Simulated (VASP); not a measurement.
**AlCu3: single point with PBEsol**

The system is AlCu3.

```
Al Cu
1.0
     4.00862    0.00000    0.00000
     0.00000    4.91359    0.00000
     0.00000    0.00000    4.65170
Al Cu
2 6
Direct
  0.00000 0.00000 0.65480
  0.50000 0.50000 0.34520
  0.00000 0.50000 0.65915
  0.50000 0.00000 0.34085
  0.00000 0.25125 0.15476
  0.00000 0.74875 0.15476
  0.50000 0.24875 0.84524
  0.50000 0.75125 0.84524
```

This cell differs from its parent crystal: biaxial strain in the a-b plane: -4.0 %, then relaxed in part.

| Item | Value |
| --- | --- |
| Program | VASP 6.6.1 |
| Task | single point |
| Functional | PBEsol |
| Potentials or basis | VASP PAW PBE potentials, release 64 (Al, Cu) |
| Cutoff | 520 eV |
| k mesh | 8 × 8 × 8 |
| Occupations | gaussian, width 0.1 eV |
| Spin | no spin polarisation |

The pressure is 8.2 GPa. The largest force is 0.007 eV/Å and the band gap on the k mesh is zero (bands 36 and 37 overlap by 4.48 eV).

Forces on the atoms (eV/Å):
```
Al   0.000  0.000 -0.001
Al   0.000  0.000  0.001
Cu   0.000  0.000 -0.003
Cu   0.000  0.000  0.003
Cu   0.000 -0.004 -0.005
Cu   0.000  0.004 -0.005
Cu   0.000  0.004  0.005
Cu   0.000 -0.004  0.005
```

Stress tensor (GPa, compression positive):
```
13.18  0.00  0.00
 0.00 11.00  0.00
 0.00  0.00  0.37
```

Levels at points of the mesh, in eV from the Fermi level:
```tsv
k point	band 32	band 33	band 34	band 35	band 36	band 37	band 38	band 39	band 40	band 41
(0.00, 0.00, 0.00)	-2.29	-2.20	-1.82	-1.12	-0.92	2.27	2.93	3.49	3.88	3.89
(0.50, 0.00, 0.00)	-2.34	-1.91	-1.91	-0.61	-0.61	-0.41	-0.41	2.13	2.13	5.22
(0.00, 0.50, 0.00)	-2.57	-0.75	-0.75	0.19	0.19	0.63	0.63	2.83	2.83	4.37
(0.50, 0.50, 0.00)	-2.46	-2.41	-2.41	0.54	0.54	0.71	0.71	2.70	2.70	2.80
(0.00, 0.00, 0.50)	-2.26	-1.73	-1.30	-0.41	0.35	0.70	1.13	2.34	3.57	5.60
(0.50, 0.00, 0.50)	-2.38	-2.37	-2.37	-1.09	-1.09	-0.70	-0.70	2.95	2.95	3.04
(0.00, 0.50, 0.50)	-2.57	-2.45	-2.45	2.38	2.38	2.88	2.88	2.99	2.99	4.21
(0.50, 0.50, 0.50)	-2.44	-2.39	-2.39	-2.04	-2.04	-1.90	-1.90	7.31	7.31	7.99
```

Run time: 4.4 min on 1 thread of Intel(R) Xeon(R) 6975P-C (Granite Rapids) (shared host), peak memory 0.47 GiB.

Caveat: the cell differs from its parent crystal (biaxial strain in the a-b plane: -4.0 %, then relaxed in part); the stress differs along the axes, from 0 to 13 GPa; the PAW data sets were made with another functional, which shifts forces and pressure a little.
